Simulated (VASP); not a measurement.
# O (Pm-3m) in VASP: single point with PBEsol

Aim: the single point of O with PBEsol.

Everything below comes from runs of VASP 6.6.1. Logs are shortened: lines on timing, memory, paths and dates and some standing lists are left out, and cuts for length are marked.

## (1) The cell of the first run

The structure is cubic, space group Pm-3m (No. 221). The conventional cell has a = 4.094 Å, b = 4.094 Å, c = 4.094 Å, α = 90.00°, β = 90.00°, γ = 90.00°. Within 3.8 Å of O (site symmetry 4/mmm) lie 8 O at 2.90 Å.

## (2) Single point, PBEsol

INCAR reads:

```
SYSTEM = O
PREC = Accurate
ENCUT = 600
EDIFF = 1E-6
ISMEAR = 1
SIGMA = 0.1
LREAL = .False.
LASPH = .True.
NELM = 120
ALGO = Normal
ISIF = 2
LWAVE = .False.
LCHARG = .False.
GGA = PS
NBANDS = 16
GGA_COMPAT = .False.
```

KPOINTS reads:

```
Automatic mesh
0
Gamma
  6 6 6
  0 0 0
```

POSCAR reads:

```
O
1.0
    4.0944550000      0.0000000000      0.0000000000
    0.0000000000      4.0944550000      0.0000000000
    0.0000000000      0.0000000000      4.0944550000
O
3
Direct
    0.5000000000      0.0000000000      0.5000000000
    0.0000000000      0.5000000000      0.5000000000
    0.5000000000      0.5000000000      0.0000000000
```

Potentials or basis: VASP PAW PBE potentials, release 64 (O).

The run is started by

```
> cat potpaw_PBE.64/O/POTCAR > POTCAR
> mpirun -np 1 vasp_std > vasp.out
```

OUTCAR:

```text
SYSTEM = O
   PREC = Accurate
   ENCUT = 600
   EDIFF = 1E-6
   ISMEAR = 1
   LREAL = .False.
   LASPH = .True.
   NELM = 120
   ISIF = 2
   GGA = PS

 ion  position               nearest neighbor table
   1  0.500  0.000  0.500-
   2  0.000  0.500  0.500-
   3  0.500  0.500  0.000-

  LATTYP: Found a simple cubic cell.
 ALAT       =     4.0944550000

  Lattice vectors:

 A1 = (   4.0944550000,   0.0000000000,   0.0000000000)
 A2 = (   0.0000000000,   4.0944550000,   0.0000000000)
 A3 = (   0.0000000000,   0.0000000000,   4.0944550000)

Analysis of symmetry for initial positions (statically):
=====================================================================
 Subroutine PRICEL returns:
 Original cell was already a primitive cell.

 Routine SETGRP: Setting up the symmetry group for a
 simple cubic supercell.

 Subroutine GETGRP returns: Found 48 space group operations
 (whereof 48 operations were pure point group operations)
 out of a pool of 48 trial point group operations.

The static configuration has the point symmetry O_h .

Analysis of symmetry for dynamics (positions and initial velocities):
=====================================================================
 Subroutine PRICEL returns:
 Original cell was already a primitive cell.

 Routine SETGRP: Setting up the symmetry group for a
 simple cubic supercell.

 Subroutine GETGRP returns: Found 48 space group operations
 (whereof 48 operations were pure point group operations)
 out of a pool of 48 trial point group operations.

The dynamic configuration has the point symmetry O_h .

 Subroutine INISYM returns: Found 48 space group operations
 (whereof 48 operations are pure point group operations),
 and found     1 'primitive' translations

----------------------------------------------------------------------------------------

                                     Primitive cell

  volume of cell :      68.6417

  direct lattice vectors                    reciprocal lattice vectors
     4.094455000  0.000000000  0.000000000     0.244232749  0.000000000  0.000000000
     0.000000000  4.094455000  0.000000000     0.000000000  0.244232749  0.000000000
     0.000000000  0.000000000  4.094455000     0.000000000  0.000000000  0.244232749

  length of vectors
     4.094455000  4.094455000  4.094455000     0.244232749  0.244232749  0.244232749

  position of ions in fractional coordinates (direct lattice)
     0.500000000  0.000000000  0.500000000
     0.000000000  0.500000000  0.500000000
     0.500000000  0.500000000  0.000000000

  ion indices of the primitive-cell ions
   primitive index   ion index
                 1           1
                 2           2
                 3           3

----------------------------------------------------------------------------------------

 KPOINTS: Automatic mesh

Automatic generation of k-mesh.
 Grid dimensions read from file:
 generate k-points for:    6    6    6

 Generating k-lattice:

  Cartesian coordinates                     Fractional coordinates (reciprocal lattice)
     0.040705458  0.000000000  0.000000000     0.166666667  0.000000000  0.000000000
     0.000000000  0.040705458  0.000000000     0.000000000  0.166666667  0.000000000
     0.000000000  0.000000000  0.040705458     0.000000000  0.000000000  0.166666667

  Length of vectors
     0.040705458  0.040705458  0.040705458

  Shift w.r.t. Gamma in fractional coordinates (k-lattice)
     0.000000000  0.000000000  0.000000000

 Subroutine IBZKPT returns following result:
 ===========================================

 Found     20 irreducible k-points:

 Following reciprocal coordinates:
            Coordinates               Weight
  0.000000  0.000000  0.000000      1.000000
  0.166667  0.000000  0.000000      6.000000
  0.333333  0.000000  0.000000      6.000000
  0.500000  0.000000  0.000000      3.000000
  0.166667  0.166667  0.000000     12.000000
  0.333333  0.166667  0.000000     24.000000
[... 12 lines left out ...]
  0.500000  0.500000  0.333333      6.000000
  0.500000  0.500000  0.500000      1.000000
   k-points           NKPTS =     20   k-points in BZ     NKDIM =     20   number of bands    NBANDS=     16
   number of dos      NEDOS =    301   number of ions     NIONS =      3
   total plane-waves  NPLWV =  46656
   dimension x,y,z NGX =    36 NGY =   36 NGZ =   36
   dimension x,y,z NGXF=    72 NGYF=   72 NGZF=   72
   ions per type =               3
   NGX,Y,Z   is equivalent  to a cutoff of  14.62, 14.62, 14.62 a.u.
   NGXF,Y,Z  is equivalent  to a cutoff of  29.23, 29.23, 29.23 a.u.
 SYSTEM =  O
   PREC   = accura    normal or accurate (medium, high low for compatibility)
   ISTART =      0    job   : 0-new  1-cont  2-samecut
   ICHARG =      2    charge: 1-file 2-atom 10-const
   ISPIN  =      1    spin polarized calculation?
   LNONCOLLINEAR =      F non collinear calculations
   LSORBIT =      F    spin-orbit coupling
   LASPH  =      T    aspherical Exc in radial PAW
   ENCUT  =  600.0 eV  44.10 Ry    6.64 a.u.   8.18  8.18  8.18*2*pi/ulx,y,z
   NELM   =    120;   NELMIN=  2; NELMDL= -5     # of ELM steps
   EDIFF  = 0.1E-05   stopping-criterion for ELM
   LREAL  =      F    real-space projection
   EDIFFG = 0.1E-04   stopping-criterion for IOM
   NSW    =      0    number of steps for IOM
   IBRION =     -1    ionic relax: 0-MD 1-quasi-New 2-CG
   NFREE  =      0    steps in history (QN), initial steepest desc. (CG)
   ISIF   =      2    stress and relaxation
   ISYM   =      2    0-nonsym 1-usesym 2-fastsym
   POTIM  = 0.5000    time-step for ionic-motion
   TEBEG  =    0.0;   TEEND  =   0.0 temperature during run
   PSTRESS=    0.0 pullay stress
   NELECT =      18.0000    total number of electrons
   NUPDOWN=      -1.0000    fix difference up-down
   EMIN   =  10.00;   EMAX   =-10.00  energy-range for DOS
   EFERMI =   0.00;   METHOD = LEGACY
   ISMEAR =     1;   SIGMA  =   0.10  broadening in eV -4-tet -1-fermi 0-gaus
   EFERMI_NEDOS =   21; number of points for ismear=-14 and -15
   IALGO  =     38    algorithm
   IMIX   =      4    mixing-type and parameters
     AMIX     =   0.40;   BMIX     =  1.00
     AMIX_MAG =   1.60;   BMIX_MAG =  1.00
  volume/ion in A,a.u.               =      22.88       154.41
  Fermi-wavevector in a.u.,A,eV,Ry     =   1.047859  1.980167 14.939316  1.098009
  Thomas-Fermi vector in A             =   2.182757
   LORBIT       =      0    0 simple, 1 ext, 2 COOP (PROOUT), +10 PAW based schemes
   GGA     = PS    functional components
   LHFCALC =     F    Hartree Fock is set to
   AEXX    =    0.0000 exact exchange contribution
   IVDW    =     0    specifies the selected vdW correction
   LEPSILON=     F    determine dielectric tensor
   LRPA    =     F    only Hartree local field effects (RPA)
 non-spin polarized calculation
 Methfessel and Paxton  Order N= 1 SIGMA  =   0.10
  energy-cutoff  :      600.00
  volume of cell :       68.64
 maximum number of plane-waves:      2320
 NGX is ok and might be reduce to    36
   NGX = 17   NGY = 17   NGZ = 17

 number of electron      17.9999990 magnetization

 Free energy of the ion-electron system (eV)
  ---------------------------------------------------
  ext. energy  EPLUGINS =         0.00000000
  ---------------------------------------------------
  free energy    TOTEN  =        -3.83223699 eV

  energy without entropy =       -3.82839638  energy(sigma->0) =       -3.83095679

 E-fermi :  -5.7571     XC(G=0):  -6.9241

 val. band max:       -5.7735071516   @ k =   0.3333   0.3333   0.0000
 cond. band min:      -5.7507290718   @ k =   0.1667   0.1667   0.0000
 fundamental gap:      0.0227780798
 Fermi energy:        -5.7570658406

 k-point     1 :       0.0000    0.0000    0.0000
  band No.  band energies     occupation
      1     -21.6437      2.00000
      2     -20.8040      2.00000
      3     -20.8040      2.00000
      4      -7.1164      2.00000
      5      -7.1164      2.00000
      6      -7.1164      2.00000
[... 8 lines left out ...]
     15      10.2202      0.00000
     16      10.2202      0.00000

 k-point     2 :       0.1667    0.0000    0.0000
  band No.  band energies     occupation
      1     -21.5956      2.00000
      2     -20.8551      2.00000
      3     -20.8016      2.00000
      4      -7.0500      2.00000
      5      -7.0500      2.00000
      6      -7.0461      2.00000
[... 8 lines left out ...]
     15       9.4557      0.00000
     16      10.5033      0.00000

 k-point     3 :       0.3333    0.0000    0.0000
  band No.  band energies     occupation
      1     -21.4703      2.00000
      2     -20.9864      2.00000
      3     -20.7971      2.00000
      4      -6.8860      2.00000
      5      -6.8860      2.00000
      6      -6.8302      2.00000
[... 8 lines left out ...]
     15       9.4616      0.00000
     16      11.1523      0.00000

 k-point     4 :       0.5000    0.0000    0.0000
  band No.  band energies     occupation
      1     -21.3685      2.00000
      2     -21.0911      2.00000
      3     -20.7947      2.00000
      4      -6.7726      2.00000
      5      -6.7726      2.00000
      6      -6.5325      2.00000
[... 8 lines left out ...]
     15       9.7603      0.00000
     16      11.5256      0.00000
[... 248 lines left out ...]
 k-point    18 :       0.5000    0.3333    0.3333
  band No.  band energies     occupation
      1     -21.1410      2.00000
      2     -21.0686      2.00000
      3     -20.9967      2.00000
      4      -7.6827      2.00000
      5      -6.9836      2.00000
      6      -6.9062      2.00000
[... 8 lines left out ...]
     15       8.9872      0.00000
     16       9.6313      0.00000

 k-point    19 :       0.5000    0.5000    0.3333
  band No.  band energies     occupation
      1     -21.0660      2.00000
      2     -21.0648      2.00000
      3     -21.0648      2.00000
      4      -7.7996      2.00000
      5      -7.0644      2.00000
      6      -6.9326      2.00000
[... 8 lines left out ...]
     15       8.7476      0.00000
     16       9.5448      0.00000

 k-point    20 :       0.5000    0.5000    0.5000
  band No.  band energies     occupation
      1     -21.0612      2.00000
      2     -21.0612      2.00000
      3     -21.0612      2.00000
      4      -7.9351      2.00000
      5      -7.0517      2.00000
      6      -7.0517      2.00000
[... 8 lines left out ...]
     15       9.4664      0.00000
     16       9.4664      0.00000

------------------------ aborting loop because EDIFF is reached ----------------------------------------

  FORCE on cell =-STRESS in cart. coord.  units (eV):
  Direction    XX          YY          ZZ          XY          YZ          ZX
  --------------------------------------------------------------------------------------
  -------------------------------------------------------------------------------------
  Total       -5.6019431     -5.6019431     -5.6019431     -0.0000000     -0.0000000      0.0000000
  in kB     -130.7558020   -130.7558020   -130.7558020     -0.0000000     -0.0000000      0.0000000
  external PRESSURE =    -130.7558020 kB  Pullay stress =       0.0000000 kB

 VOLUME and BASIS-vectors are now :
 -----------------------------------------------------------------------------
  energy-cutoff  :      600.00
  volume of cell :       68.64
      direct lattice vectors                 reciprocal lattice vectors
     4.094455000  0.000000000  0.000000000     0.244232749  0.000000000  0.000000000
     0.000000000  4.094455000  0.000000000     0.000000000  0.244232749  0.000000000
     0.000000000  0.000000000  4.094455000     0.000000000  0.000000000  0.244232749

 POSITION                                       TOTAL-FORCE (eV/Angst)
 -----------------------------------------------------------------------------------
      2.04723      0.00000      2.04723         0.000000      0.000000      0.000000
      0.00000      2.04723      2.04723         0.000000      0.000000      0.000000
      2.04723      2.04723      0.00000         0.000000      0.000000      0.000000
 -----------------------------------------------------------------------------------
    total drift:                                0.000000      0.000000      0.000000

  FREE ENERGIE OF THE ION-ELECTRON SYSTEM (eV)
  ---------------------------------------------------
  free  energy   TOTEN  =        -3.8322369884 eV

  energy  without entropy=       -3.8283963835  energy(sigma->0) =       -3.83095679
```

Wall time 31 s (1 thread of AMD EPYC 7R43 (Zen 3), shared host); peak memory 0.16 GiB.

What came out:

| Item | Value |
| --- | --- |
| Free energy | -3.8322 eV |
| Pressure | -13.1 GPa |
| Band gap on the k mesh | zero (bands 9 and 10 overlap by 0.62 eV) |

Caveat: the cell stands under tension; the PAW data sets were made with another functional, which shifts forces and pressure a little.
